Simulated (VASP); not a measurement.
# InGa3P4 in VASP: further runs

Aim: see how the results for InGa3P4 move with the level of theory and the settings. Levels: PBE, r2SCAN. Tasks: single point.

Everything below comes from runs of VASP 6.6.1. Logs are shortened: lines on timing, memory, paths and dates and some standing lists are left out, and cuts for length are marked.

### 1 The cell of the first run

It takes space group P-43m (No. 215, cubic). Conventional cell: a = 5.621 Å, b = 5.621 Å, c = 5.621 Å, α = 90.00°, β = 90.00°, γ = 90.00°. In (site symmetry -43m) has 4 P at 2.53 Å within 3.3 Å. Within 3.2 Å of Ga (site symmetry -42m) lie 4 P at 2.40 Å. P (site symmetry 3m) has 3 Ga at 2.40 Å and 1 In at 2.53 Å within 3.2 Å.

### 2 Single point, PBE

INCAR

```
SYSTEM = InGa3P4
PREC     = Accurate       ! precision mode
ENCUT    = 520            ! plane-wave cutoff, eV
EDIFF    = 1E-7           ! SCF threshold, eV
ISMEAR   = 0              ! smearing method
SIGMA    = 0.02           ! smearing width, eV
LREAL    = .FALSE.        ! projectors in reciprocal space
LASPH    = .TRUE.         ! aspherical terms in the spheres
NELM     = 80             ! most SCF steps
ALGO     = Normal         ! electronic algorithm
ISIF     = 2              ! what is computed and relaxed
LWAVE    = .FALSE.        ! write WAVECAR
LCHARG   = .TRUE.         ! write CHGCAR
GGA      = PE             ! functional
LELF     = .TRUE.         ! ELF
LVHAR    = .TRUE.       
NBANDS   = 46             ! bands
```

KPOINTS

```
Automatic mesh
0
G
  6 6 6
  0 0 0
```

POSCAR

```
InGa3P4
1.0
    5.6208980000      0.0000000000      0.0000000000
    0.0000000000      5.6208980000      0.0000000000
    0.0000000000      0.0000000000      5.6208980000
In Ga P
1 3 4
Direct
    0.5000000000      0.5000000000      0.5000000000
    0.0000000000      0.0000000000      0.5000000000
    0.0000000000      0.5000000000      0.0000000000
    0.5000000000      0.0000000000      0.0000000000
    0.7600130000      0.7600130000      0.7600130000
    0.7600130000      0.2399870000      0.2399870000
    0.2399870000      0.7600130000      0.2399870000
    0.2399870000      0.2399870000      0.7600130000
```

Potentials or basis: VASP PAW PBE potentials, release 64 (In_d, Ga_d, P).

Command:

```bash
$ cat potpaw_PBE.64/In_d/POTCAR potpaw_PBE.64/Ga_d/POTCAR potpaw_PBE.64/P/POTCAR > POTCAR
$ mpirun -np 1 vasp_std > vasp.out
```

OUTCAR:

```text
SYSTEM = InGa3P4
   PREC = Accurate
   ENCUT = 520
   EDIFF = 1E-7
   ISMEAR = 0
   LREAL = .FALSE.
   LASPH = .TRUE.
   NELM = 80
   ISIF = 2
   GGA = PE

 ion  position               nearest neighbor table
   1  0.500  0.500  0.500-   5 2.53   6 2.53   7 2.53   8 2.53
   2  0.000  0.000  0.500-   5 2.40   6 2.40   7 2.40   8 2.40
   3  0.000  0.500  0.000-   5 2.40   6 2.40   7 2.40   8 2.40
   4  0.500  0.000  0.000-   5 2.40   6 2.40   7 2.40   8 2.40
   5  0.760  0.760  0.760-   2 2.40   3 2.40   4 2.40   1 2.53
   6  0.760  0.240  0.240-   2 2.40   3 2.40   4 2.40   1 2.53
   7  0.240  0.760  0.240-   2 2.40   3 2.40   4 2.40   1 2.53
   8  0.240  0.240  0.760-   2 2.40   3 2.40   4 2.40   1 2.53

  LATTYP: Found a simple cubic cell.
 ALAT       =     5.6208980000

  Lattice vectors:

 A1 = (   5.6208980000,   0.0000000000,   0.0000000000)
 A2 = (   0.0000000000,   5.6208980000,   0.0000000000)
 A3 = (   0.0000000000,   0.0000000000,   5.6208980000)

Analysis of symmetry for initial positions (statically):
=====================================================================
 Subroutine PRICEL returns:
 Original cell was already a primitive cell.

 Routine SETGRP: Setting up the symmetry group for a
 simple cubic supercell.

 Subroutine GETGRP returns: Found 24 space group operations
 (whereof 24 operations were pure point group operations)
 out of a pool of 48 trial point group operations.

The static configuration has the point symmetry T_d .

Analysis of symmetry for dynamics (positions and initial velocities):
=====================================================================
 Subroutine PRICEL returns:
 Original cell was already a primitive cell.

 Routine SETGRP: Setting up the symmetry group for a
 simple cubic supercell.

 Subroutine GETGRP returns: Found 24 space group operations
 (whereof 24 operations were pure point group operations)
 out of a pool of 48 trial point group operations.

The dynamic configuration has the point symmetry T_d .

 Subroutine INISYM returns: Found 24 space group operations
 (whereof 24 operations are pure point group operations),
 and found     1 'primitive' translations

----------------------------------------------------------------------------------------

                                     Primitive cell

  volume of cell :     177.5894

  direct lattice vectors                    reciprocal lattice vectors
     5.620898000  0.000000000  0.000000000     0.177907516  0.000000000  0.000000000
     0.000000000  5.620898000  0.000000000     0.000000000  0.177907516  0.000000000
[... 101 lines left out ...]
   TEBEG  =    0.0;   TEEND  =   0.0 temperature during run
   PSTRESS=    0.0 pullay stress
   NELECT =      72.0000    total number of electrons
   NUPDOWN=      -1.0000    fix difference up-down
   EMIN   =  10.00;   EMAX   =-10.00  energy-range for DOS
   EFERMI =   0.00;   METHOD = LEGACY
   ISMEAR =     0;   SIGMA  =   0.02  broadening in eV -4-tet -1-fermi 0-gaus
   EFERMI_NEDOS =   21; number of points for ismear=-14 and -15
   IALGO  =     38    algorithm
   IMIX   =      4    mixing-type and parameters
     AMIX     =   0.40;   BMIX     =  1.00
     AMIX_MAG =   1.60;   BMIX_MAG =  1.00
  volume/ion in A,a.u.               =      22.20       149.80
  Fermi-wavevector in a.u.,A,eV,Ry     =   1.211658  2.289701 19.974910  1.468114
  Thomas-Fermi vector in A             =   2.347166
   LORBIT       =      0    0 simple, 1 ext, 2 COOP (PROOUT), +10 PAW based schemes
   GGA     = PE    functional components
   LHFCALC =     F    Hartree Fock is set to
   AEXX    =    0.0000 exact exchange contribution
   IVDW    =     0    specifies the selected vdW correction
   LEPSILON=     F    determine dielectric tensor
   LRPA    =     F    only Hartree local field effects (RPA)
 non-spin polarized calculation
 Gauss-broadening in eV      SIGMA  =   0.02
  energy-cutoff  :      520.00
  volume of cell :      177.59
 maximum number of plane-waves:      4801
 NGX is ok and might be reduce to    42
   NGX = 21   NGY = 21   NGZ = 21

 number of electron      72.0000004 magnetization

 Free energy of the ion-electron system (eV)
  ---------------------------------------------------
  ext. energy  EPLUGINS =         0.00000000
  ---------------------------------------------------
  free energy    TOTEN  =       -35.61982875 eV

  energy without entropy =      -35.61982875  energy(sigma->0) =      -35.61982875

 E-fermi :   4.5903     XC(G=0):  -9.5320

 val. band max:        4.4745348942   @ k =   0.0000   0.0000   0.0000
 cond. band min:       5.5156453920   @ k =   0.0000   0.0000   0.0000
 fundamental gap:      1.0411104978
 Fermi energy:         4.5903116049

 k-point     1 :       0.0000    0.0000    0.0000
  band No.  band energies     occupation
      1     -10.1318      2.00000
      2     -10.1318      2.00000
      3     -10.1318      2.00000
      4     -10.0448      2.00000
      5     -10.0448      2.00000
      6     -10.0448      2.00000
[... 969 lines left out ...]
     45       9.3300      0.00000
     46       9.3643      0.00000

------------------------ aborting loop because EDIFF is reached ----------------------------------------

  FORCE on cell =-STRESS in cart. coord.  units (eV):
  Direction    XX          YY          ZZ          XY          YZ          ZX
  --------------------------------------------------------------------------------------
  -------------------------------------------------------------------------------------
  Total       -0.0235068     -0.0235068     -0.0235068     -0.0000000     -0.0000000      0.0000000
  in kB       -0.2120740     -0.2120740     -0.2120740     -0.0000000     -0.0000000      0.0000000
  external PRESSURE =      -0.2120740 kB  Pullay stress =       0.0000000 kB

 VOLUME and BASIS-vectors are now :
 -----------------------------------------------------------------------------
  energy-cutoff  :      520.00
  volume of cell :      177.59
      direct lattice vectors                 reciprocal lattice vectors
     5.620898000  0.000000000  0.000000000     0.177907516  0.000000000  0.000000000
     0.000000000  5.620898000  0.000000000     0.000000000  0.177907516  0.000000000
     0.000000000  0.000000000  5.620898000     0.000000000  0.000000000  0.177907516

 POSITION                                       TOTAL-FORCE (eV/Angst)
 -----------------------------------------------------------------------------------
      2.81045      2.81045      2.81045         0.000000      0.000000      0.000000
      0.00000      0.00000      2.81045        -0.000000     -0.000000      0.000000
      0.00000      2.81045      0.00000         0.000000      0.000000      0.000000
      2.81045      0.00000      0.00000         0.000000     -0.000000      0.000000
      4.27196      4.27196      4.27196        -0.003647     -0.003647     -0.003647
      4.27196      1.34894      1.34894        -0.003647      0.003647      0.003647
      1.34894      4.27196      1.34894         0.003647     -0.003647      0.003647
      1.34894      1.34894      4.27196         0.003647      0.003647     -0.003647
 -----------------------------------------------------------------------------------
    total drift:                                0.000000      0.000000     -0.000000

  FREE ENERGIE OF THE ION-ELECTRON SYSTEM (eV)
  ---------------------------------------------------
  free  energy   TOTEN  =       -35.6198287467 eV

  energy  without entropy=      -35.6198287467  energy(sigma->0) =      -35.61982875
```

Wall time 2.8 min (1 thread of Intel Xeon 6975P-C, shared host); peak memory 0.34 GiB.

What came out:

```
Free energy            : -35.6198 eV
Pressure               : 0.0 GPa
Largest force          : 0.006 eV/Å
Band gap on the k mesh : 1.04 eV, direct
```

Forces on the atoms (eV/Å):
```
In   0.000  0.000  0.000
Ga   0.000  0.000  0.000
Ga   0.000  0.000  0.000
Ga   0.000  0.000  0.000
P   -0.004 -0.004 -0.004
P   -0.004  0.004  0.004
P    0.004 -0.004  0.004
P    0.004  0.004 -0.004
```

Levels at points of the mesh, in eV from the valence-band top:
| k point | band 33 | band 34 | band 35 | band 36 | band 37 | band 38 | band 39 | band 40 |
| --- | --- | --- | --- | --- | --- | --- | --- | --- |
| (0.00, 0.00, 0.00) | -2.41 | 0.00 | 0.00 | 0.00 | 1.04 | 1.77 | 1.77 | 1.77 |
| (0.50, 0.00, 0.00) | -1.70 | -1.70 | -1.32 | -1.32 | 2.23 | 2.27 | 3.36 | 3.60 |
| (0.50, 0.50, 0.00) | -1.43 | -1.10 | -0.92 | -0.92 | 2.75 | 2.75 | 3.30 | 3.33 |
| (0.50, 0.50, 0.50) | -1.13 | -0.75 | -0.75 | -0.75 | 1.35 | 1.35 | 1.35 | 1.90 |

Caveat: spin-orbit coupling is left out, which moves the levels of the heavy elements.

### 3 Single point, PBE (volume scaled by 1.03, then relaxed in part)

INCAR

```
SYSTEM = InGa3P4
  ALGO = Normal
  EDIFF = 1E-7
  ENCUT = 520
  GGA = PE
  ISIF = 2
  ISMEAR = 0
  LASPH = .True.
  LCHARG = .False.
  LREAL = .False.
  LWAVE = .False.
  NBANDS = 46
  NELM = 60
  PREC = Accurate
  SIGMA = 0.02
```

KPOINTS

```
k-points
0
Gamma
  6 6 6
  0 0 0
```

POSCAR

```
InGa3P4
1.0
    5.6765540750      0.0000000000      0.0000000000
    0.0000000000      5.6765540750      0.0000000000
    0.0000000000      0.0000000000      5.6765540750
In Ga P
1 3 4
Direct
    0.5000000000      0.5000000000      0.5000000000
    0.0000000000      0.0000000000      0.5000000000
    0.0000000000      0.5000000000      0.0000000000
    0.5000000000      0.0000000000      0.0000000000
    0.7596722990      0.7596722990      0.7596722990
    0.7596722990      0.2403277010      0.2403277010
    0.2403277010      0.7596722990      0.2403277010
    0.2403277010      0.2403277010      0.7596722990
```

Potentials or basis: VASP PAW PBE potentials, release 64 (In_d, Ga_d, P).

Command:

```bash
$ cat potpaw_PBE.64/In_d/POTCAR potpaw_PBE.64/Ga_d/POTCAR potpaw_PBE.64/P/POTCAR > POTCAR
$ mpirun -np 1 vasp_std > vasp.out
```

Wall time 2.6 min (1 thread of Intel Xeon 6975P-C, shared host); peak memory 0.34 GiB.

The run converged. Its results:

| Item | Value |
| --- | --- |
| Free energy | -35.5863 eV |
| Pressure | -2.0 GPa |
| Largest force | 0.009 eV/Å |
| Band gap on the k mesh | 0.86 eV, direct |

Forces on the atoms (eV/Å):
```
In   0.000  0.000  0.000
Ga   0.000  0.000  0.000
Ga   0.000  0.000  0.000
Ga   0.000  0.000  0.000
P    0.005  0.005  0.005
P    0.005 -0.005 -0.005
P   -0.005  0.005 -0.005
P   -0.005 -0.005  0.005
```

Levels at points of the mesh, in eV from the valence-band top:
```
           k point  band 32  band 33  band 34  band 35  band 36  band 37  band 38  band 39  band 40  band 41
(0.00, 0.00, 0.00)    -2.32    -2.32     0.00     0.00     0.00     0.86     1.82     1.82     1.82     1.90
(0.50, 0.00, 0.00)    -3.02    -1.62    -1.62    -1.27    -1.27     2.23     2.30     3.29     3.51     4.40
(0.50, 0.50, 0.00)    -2.92    -1.37    -1.06    -0.89    -0.89     2.69     2.69     3.22     3.25     4.99
(0.50, 0.50, 0.50)    -1.08    -1.08    -0.73    -0.73    -0.73     1.27     1.27     1.27     1.81     4.51
```

Caveat: spin-orbit coupling is left out, which moves the levels of the heavy elements.

### 4 Single point, PBE (volume scaled by 1.06, then relaxed in part)

INCAR

```
SYSTEM = InGa3P4
PREC = Accurate
ENCUT = 520
EDIFF = 1E-6
ISMEAR = 0
SIGMA = 0.02
LREAL = .False.
LASPH = .True.
NELM = 80
ALGO = Normal
ISIF = 2
LWAVE = .False.
LCHARG = .False.
GGA = PE
NBANDS = 46
```

KPOINTS

```
Automatic mesh
0
Gamma
  6 6 6
  0 0 0
```

Changes to POSCAR since step 3:

```diff
@@ -2,5 +2,5 @@
 1.0
-    5.6765540750      0.0000000000      0.0000000000
-    0.0000000000      5.6765540750      0.0000000000
-    0.0000000000      0.0000000000      5.6765540750
+    5.7311396743      0.0000000000      0.0000000000
+    0.0000000000      5.7311396743      0.0000000000
+    0.0000000000      0.0000000000      5.7311396743
 In Ga P
```

Command:

```bash
$ cat potpaw_PBE.64/In_d/POTCAR potpaw_PBE.64/Ga_d/POTCAR potpaw_PBE.64/P/POTCAR > POTCAR
$ mpirun -np 1 vasp_std > vasp.out
```

Run time: 3 min. Hardware: 1 thread of Intel Xeon 6975P-C, shared host; peak memory 0.42 GiB.

The run converged. Its results:

| Property | Result |
| --- | --- |
| Free energy | -35.4928 eV |
| Pressure | -3.7 GPa |
| Largest force | 0.017 eV/Å |
| Band gap on the k mesh | 0.68 eV, direct |

Forces on the atoms (eV/Å):
```
In   0.000  0.000  0.000
Ga   0.000  0.000  0.000
Ga   0.000  0.000  0.000
Ga   0.000  0.000  0.000
P   -0.010 -0.010 -0.010
P   -0.010  0.010  0.010
P    0.010 -0.010  0.010
P    0.010  0.010 -0.010
```

Levels at points of the mesh, in eV from the valence-band top:
| k point | band 33 | band 34 | band 35 | band 36 | band 37 | band 38 | band 39 | band 40 |
| --- | --- | --- | --- | --- | --- | --- | --- | --- |
| (0.00, 0.00, 0.00) | -2.23 | 0.00 | 0.00 | 0.00 | 0.68 | 1.86 | 1.86 | 1.86 |
| (0.50, 0.00, 0.00) | -1.56 | -1.56 | -1.21 | -1.21 | 2.22 | 2.32 | 3.23 | 3.41 |
| (0.50, 0.50, 0.00) | -1.31 | -1.02 | -0.85 | -0.85 | 2.62 | 2.62 | 3.14 | 3.16 |
| (0.50, 0.50, 0.50) | -1.04 | -0.70 | -0.70 | -0.70 | 1.19 | 1.19 | 1.19 | 1.72 |

Caveat: spin-orbit coupling is left out, which moves the levels of the heavy elements.

### 5 Single point, PBE (volume scaled by 1.10, then relaxed in part)

INCAR

```
SYSTEM = InGa3P4
ALGO = Normal
EDIFF = 1E-6
ENCUT = 520
GGA = PE
ISIF = 2
ISMEAR = 0
LASPH = .TRUE.
LCHARG = .TRUE.
LELF = .TRUE.
LREAL = .FALSE.
LVHAR = .TRUE.
LWAVE = .FALSE.
NBANDS = 46
NELM = 100
PREC = Accurate
SIGMA = 0.02
```

KPOINTS

```
k-points
0
G
  6 6 6
  0 0 0
```

POSCAR

```
InGa3P4
1.0
    5.8023412364      0.0000000000      0.0000000000
    0.0000000000      5.8023412364      0.0000000000
    0.0000000000      0.0000000000      5.8023412364
In Ga P
1 3 4
Direct
    0.5000000000      0.5000000000      0.5000000000
    0.0000000000      0.0000000000      0.5000000000
    0.0000000000      0.5000000000      0.0000000000
    0.5000000000      0.0000000000      0.0000000000
    0.7592806124      0.7592806124      0.7592806124
    0.7592806124      0.2407193876      0.2407193876
    0.2407193876      0.7592806124      0.2407193876
    0.2407193876      0.2407193876      0.7592806124
```

Potentials or basis: VASP PAW PBE potentials, release 64 (In_d, Ga_d, P).

Command:

```bash
$ cat potpaw_PBE.64/In_d/POTCAR potpaw_PBE.64/Ga_d/POTCAR potpaw_PBE.64/P/POTCAR > POTCAR
$ mpirun -np 1 vasp_std > vasp.out
```

OUTCAR:

```text
SYSTEM = InGa3P4
   EDIFF = 1E-6
   ENCUT = 520
   GGA = PE
   ISIF = 2
   ISMEAR = 0
   LASPH = .TRUE.
   LREAL = .FALSE.
   NELM = 100
   PREC = Accurate

 ion  position               nearest neighbor table
   1  0.500  0.500  0.500-   5 2.61   6 2.61   7 2.61   8 2.61
   2  0.000  0.000  0.500-   5 2.48   6 2.48   7 2.48   8 2.48
   3  0.000  0.500  0.000-   5 2.48   6 2.48   7 2.48   8 2.48
   4  0.500  0.000  0.000-   5 2.48   6 2.48   7 2.48   8 2.48
   5  0.759  0.759  0.759-   2 2.48   3 2.48   4 2.48   1 2.61
   6  0.759  0.241  0.241-   2 2.48   3 2.48   4 2.48   1 2.61
   7  0.241  0.759  0.241-   2 2.48   3 2.48   4 2.48   1 2.61
[... 1186 lines left out ...]
  Total       -6.6478487     -6.6478487     -6.6478487      0.0000000     -0.0000000     -0.0000000
  in kB      -54.5232721    -54.5232721    -54.5232721      0.0000000     -0.0000000     -0.0000000
  external PRESSURE =     -54.5232721 kB  Pullay stress =       0.0000000 kB

 VOLUME and BASIS-vectors are now :
 -----------------------------------------------------------------------------
  energy-cutoff  :      520.00
  volume of cell :      195.35
      direct lattice vectors                 reciprocal lattice vectors
     5.802341236  0.000000000  0.000000000     0.172344224  0.000000000  0.000000000
     0.000000000  5.802341236  0.000000000     0.000000000  0.172344224  0.000000000
     0.000000000  0.000000000  5.802341236     0.000000000  0.000000000  0.172344224

 POSITION                                       TOTAL-FORCE (eV/Angst)
 -----------------------------------------------------------------------------------
      2.90117      2.90117      2.90117        -0.000000     -0.000000     -0.000000
      0.00000      0.00000      2.90117        -0.000000     -0.000000     -0.000000
      0.00000      2.90117      0.00000        -0.000000     -0.000000     -0.000000
      2.90117      0.00000      0.00000        -0.000000     -0.000000     -0.000000
      4.40561      4.40561      4.40561        -0.002166     -0.002166     -0.002166
      4.40561      1.39674      1.39674        -0.002166      0.002166      0.002166
      1.39674      4.40561      1.39674         0.002166     -0.002166      0.002166
      1.39674      1.39674      4.40561         0.002166      0.002166     -0.002166
 -----------------------------------------------------------------------------------
    total drift:                                0.000000      0.000000      0.000000

  FREE ENERGIE OF THE ION-ELECTRON SYSTEM (eV)
  ---------------------------------------------------
  free  energy   TOTEN  =       -35.2910863043 eV

  energy  without entropy=      -35.2910863043  energy(sigma->0) =      -35.29108630
```

OSZICAR:

```text
N       E                     dE             d eps       ncg     rms          rms(c)
DAV:   1     0.657721618807E+03    0.65772E+03   -0.32773E+04  1964   0.209E+03
DAV:   2     0.728834830420E+02   -0.58484E+03   -0.56563E+03  1978   0.575E+02
DAV:   3    -0.290699266192E+02   -0.10195E+03   -0.98956E+02  2118   0.188E+02
DAV:   4    -0.361804609316E+02   -0.71105E+01   -0.70622E+01  2402   0.475E+01
DAV:   5    -0.363737714816E+02   -0.19331E+00   -0.19310E+00  2550   0.845E+00    0.837E+00
DAV:   6    -0.353422014638E+02    0.10316E+01   -0.22178E+00  2672   0.136E+01    0.490E+00
DAV:   7    -0.352880571651E+02    0.54144E-01   -0.77422E-01  2322   0.337E+00    0.198E+00
DAV:   8    -0.352902403075E+02   -0.21831E-02   -0.11146E-01  2364   0.302E+00    0.491E-01
DAV:   9    -0.352906027136E+02   -0.36241E-03   -0.24438E-02  2514   0.184E+00    0.259E-01
DAV:  10    -0.352907947226E+02   -0.19201E-03   -0.32336E-03  2522   0.426E-01    0.197E-01
DAV:  11    -0.352910961727E+02   -0.30145E-03   -0.92455E-04  2418   0.133E-01    0.600E-02
DAV:  12    -0.352910811169E+02    0.15056E-04   -0.10308E-04  2514   0.978E-02    0.325E-02
DAV:  13    -0.352910861552E+02   -0.50383E-05   -0.17894E-05  2062   0.249E-02    0.136E-02
DAV:  14    -0.352910863043E+02   -0.14914E-06   -0.43435E-06  1732   0.171E-02
   1 F= -.35291086E+02 E0= -.35291086E+02  d E =-.289611E-15
```

Run time: 2.8 min. Hardware: 1 thread of Intel Xeon 6975P-C, shared host; peak memory 0.42 GiB.

What came out:

```
Free energy            : -35.2911 eV
Pressure               : -5.5 GPa
Largest force          : 0.004 eV/Å
Band gap on the k mesh : 0.44 eV, direct
```

Forces on the atoms (eV/Å):
```
In   0.000  0.000  0.000
Ga   0.000  0.000  0.000
Ga   0.000  0.000  0.000
Ga   0.000  0.000  0.000
P   -0.002 -0.002 -0.002
P   -0.002  0.002  0.002
P    0.002 -0.002  0.002
P    0.002  0.002 -0.002
```

Caveat: spin-orbit coupling is left out, which moves the levels of the heavy elements.

[end of part 1 of 2]
